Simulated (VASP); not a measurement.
# Ti (P6_3/mmc) in VASP: further runs, part 2 of 2

VASP 6.6.1. The steps go on from the part before.

## 3. Relaxation of cell and atoms, PBE

This run uses another cell than the first one, of 17.64 Å³/atom.

Contents of INCAR:

```
SYSTEM = Ti
ALGO = Fast
EDIFF = 1E-7
EDIFFG = -0.005
ENCUT = 600
GGA = PE
IBRION = 2
ISIF = 3
ISMEAR = 0
LASPH = .True.
LCHARG = .False.
LREAL = .False.
LWAVE = .False.
NELM = 100
NSW = 100
PREC = Accurate
SIGMA = 0.1
```

Contents of KPOINTS:

```
k-points
0
Gamma
  18 18 10
  0 0 0
```

Contents of POSCAR:

```
Ti
1.0
    2.9216970000      0.0000000000      0.0000000000
   -1.4608480000      2.5302640000      0.0000000000
    0.0000000000      0.0000000000      4.7711110000
Ti
2
Direct
    0.0000000000      0.0000000000      0.0000000000
    0.3333333300      0.6666666700      0.5000000000
```

Potentials or basis: VASP PAW PBE potentials, release 64 (Ti_sv).

Command:

```bash
$ cat potpaw_PBE.64/Ti_sv/POTCAR > POTCAR
$ mpirun -np 1 vasp_std > vasp.out
```

OUTCAR:

```text
SYSTEM = Ti
   EDIFF = 1E-7
   EDIFFG = -0.005
   ENCUT = 600
   GGA = PE
   IBRION = 2
   ISIF = 3
   ISMEAR = 0
   LASPH = .True.
   LREAL = .False.
   NELM = 100
   NSW = 100
   PREC = Accurate

 ion  position               nearest neighbor table
   1  0.000  0.000  0.000-
   2  0.333  0.667  0.500-

  LATTYP: Found a hexagonal cell.
 ALAT       =     2.9216970000
 C/A-ratio  =     1.6329930859

  Lattice vectors:

 A1 = (   2.9216970000,   0.0000000000,   0.0000000000)
 A2 = (  -1.4608480000,   2.5302640000,   0.0000000000)
 A3 = (   0.0000000000,   0.0000000000,   4.7711110000)

Analysis of symmetry for initial positions (statically):
=====================================================================
 Subroutine PRICEL returns:
 Original cell was already a primitive cell.

 Routine SETGRP: Setting up the symmetry group for a
 hexagonal supercell.

 Subroutine GETGRP returns: Found 24 space group operations
 (whereof 12 operations were pure point group operations)
 out of a pool of 24 trial point group operations.

The static configuration has the point symmetry D_3h.
 The point group associated with its full space group is D_6h.

Analysis of symmetry for dynamics (positions and initial velocities):
=====================================================================
 Subroutine PRICEL returns:
 Original cell was already a primitive cell.

 Routine SETGRP: Setting up the symmetry group for a
 hexagonal supercell.

 Subroutine GETGRP returns: Found 24 space group operations
 (whereof 12 operations were pure point group operations)
 out of a pool of 24 trial point group operations.

The dynamic configuration has the point symmetry D_3h.
 The point group associated with its full space group is D_6h.

 Subroutine INISYM returns: Found 24 space group operations
 (whereof 12 operations are pure point group operations),
 and found     1 'primitive' translations

[... 126 lines left out ...]
 non-spin polarized calculation
 RMM-DIIS sequential band-by-band and
 Gauss-broadening in eV      SIGMA  =   0.10
  energy-cutoff  :      600.00
  volume of cell :       35.27
 maximum number of plane-waves:      1192
 NGX is ok and might be reduce to    24
   NGX = 11   NGY = 11   NGZ = 19

--------------------------------------- Ionic step        1  -------------------------------------------

 number of electron      23.9999999 magnetization

 Free energy of the ion-electron system (eV)
  ---------------------------------------------------
  ext. energy  EPLUGINS =         0.00000000
  ---------------------------------------------------
  free energy    TOTEN  =       -15.66555694 eV

  energy without entropy =      -15.65555285  energy(sigma->0) =      -15.66055490

------------------------ aborting loop because EDIFF is reached ----------------------------------------

  FORCE on cell =-STRESS in cart. coord.  units (eV):
  Direction    XX          YY          ZZ          XY          YZ          ZX
  --------------------------------------------------------------------------------------
  -------------------------------------------------------------------------------------
  Total       -0.1838255     -0.1838255     -0.9317854     -0.0000000     -0.0000000      0.0000000
  in kB       -8.3501786     -8.3501798    -42.3258769     -0.0000017     -0.0000000      0.0000000
  external PRESSURE =     -19.6754118 kB  Pullay stress =       0.0000000 kB
[... 239 lines left out ...]
--------------------------------------- Ionic step        8  -------------------------------------------

 number of electron      23.9999993 magnetization

 Free energy of the ion-electron system (eV)
  ---------------------------------------------------
  ext. energy  EPLUGINS =         0.00000000
  ---------------------------------------------------
  free energy    TOTEN  =       -15.67702015 eV

  energy without entropy =      -15.66762766  energy(sigma->0) =      -15.67232391

 E-fermi :   8.3571     XC(G=0): -11.5021

 val. band max:        8.3472981332   @ k =   0.1667   0.0000   0.1000
 cond. band min:       8.3714089954   @ k =   0.0556   0.0000   0.5000
 fundamental gap:      0.0241108622
 Fermi energy:         8.3571198326

 k-point     1 :       0.0000    0.0000    0.0000
  band No.  band energies     occupation
      1     -48.5129      2.00000
      2     -48.3754      2.00000
      3     -25.1034      2.00000
      4     -24.4573      2.00000
      5     -24.4572      2.00000
      6     -24.3926      2.00000
[... 433 lines left out ...]
      3     -24.9004      2.00000
      4     -24.7976      2.00000
      5     -24.7824      2.00000
      6     -24.6232      2.00000
[... 8 lines left out ...]
     15       9.5157      0.00000
     16      11.4563      0.00000

 [... further k-points ...]

------------------------ aborting loop because EDIFF is reached ----------------------------------------

  FORCE on cell =-STRESS in cart. coord.  units (eV):
  Direction    XX          YY          ZZ          XY          YZ          ZX
  --------------------------------------------------------------------------------------
  -------------------------------------------------------------------------------------
  Total        0.0071242      0.0071242     -0.0074939      0.0000000      0.0000000      0.0000000
  in kB        0.3289252      0.3289253     -0.3459952      0.0000001      0.0000000      0.0000000
  external PRESSURE =       0.1039518 kB  Pullay stress =       0.0000000 kB
[... 17 lines left out ...]
  FREE ENERGIE OF THE ION-ELECTRON SYSTEM (eV)
  ---------------------------------------------------
  free  energy   TOTEN  =       -15.6770201532 eV

  energy  without entropy=      -15.6676276574  energy(sigma->0) =      -15.67232391

 reached required accuracy - stopping structural energy minimisation
```

OSZICAR:

```text
N       E                     dE             d eps       ncg     rms          rms(c)
DAV:   1     0.256902624454E+03    0.25690E+03   -0.14286E+04  7104   0.202E+03
DAV:   2     0.727700730861E+01   -0.24963E+03   -0.24824E+03  7256   0.515E+02
DAV:   3    -0.169201629656E+02   -0.24197E+02   -0.24007E+02 13888   0.137E+02
[... 236 lines left out ...]
RMM:  17    -0.156770197828E+02   -0.20894E-06   -0.25055E-06  4870   0.534E-03    0.201E-03
RMM:  18    -0.156770199022E+02   -0.11937E-06   -0.15259E-06  4510   0.479E-03    0.226E-03
RMM:  19    -0.156770200238E+02   -0.12163E-06   -0.14587E-06  4141   0.424E-03    0.255E-03
RMM:  20    -0.156770201059E+02   -0.82087E-07   -0.10534E-06  3966   0.392E-03    0.254E-03
RMM:  21    -0.156770201532E+02   -0.47276E-07   -0.80024E-07  4870   0.389E-03
   8 F= -.15677020E+02 E0= -.15672324E+02  d E =-.124219E-04
```

Run time: 44 min. Hardware: 1 thread of Intel Xeon 8259CL, shared host; peak memory 0.29 GiB.

Results:

* Free energy: -15.6770 eV
* Relaxed volume: 17.35 Å³/atom
* Relaxed cell: a = 2.936 Å, b = 2.936 Å, c = 4.648 Å, α = 90.00°, β = 90.00°, γ = 120.00°
* Space group after relaxing (to 0.1 Å): P6_3/mmc (No. 194)
* Energy gained by relaxing: 5.7 meV/atom
* Ionic steps: 8
* Pressure after relaxing: 0.0 GPa
* Band gap on the k mesh: zero (bands 12 and 13 overlap by 1.10 eV)

Step by step:
| step | energy change (eV) | largest force (eV/Å) | pressure (GPa) | volume (Å³) |
| --- | --- | --- | --- | --- |
| 1 | 0.0000 | 0.0000 | -1.97 | 35.27 |
| 2 | -0.0073 | 0.0000 | 1.59 | 34.17 |
| 3 | -0.0082 | 0.0000 | 0.80 | 34.45 |
| 4 | -0.0113 | 0.0000 | 0.27 | 34.61 |
| 5 | -0.0114 | 0.0000 | 0.12 | 34.66 |
| 6 | -0.0115 | 0.0000 | 0.09 | 34.66 |
| 7 | -0.0115 | 0.0000 | 0.10 | 34.65 |
| 8 | -0.0115 | 0.0000 | 0.01 | 34.70 |

Final structure:
```xyz
2
Lattice="2.9361 0.0000 0.0000 -1.4681 2.5428 0.0000 0.0000 0.0000 4.6480" Properties=species:S:1:pos:R:3 pbc="T T T"
Ti    2.9361    0.0000    0.0000
Ti    0.0000    1.6952    2.3240
```

The gap in the log of VASP goes by the Fermi energy; the results here count the filled bands.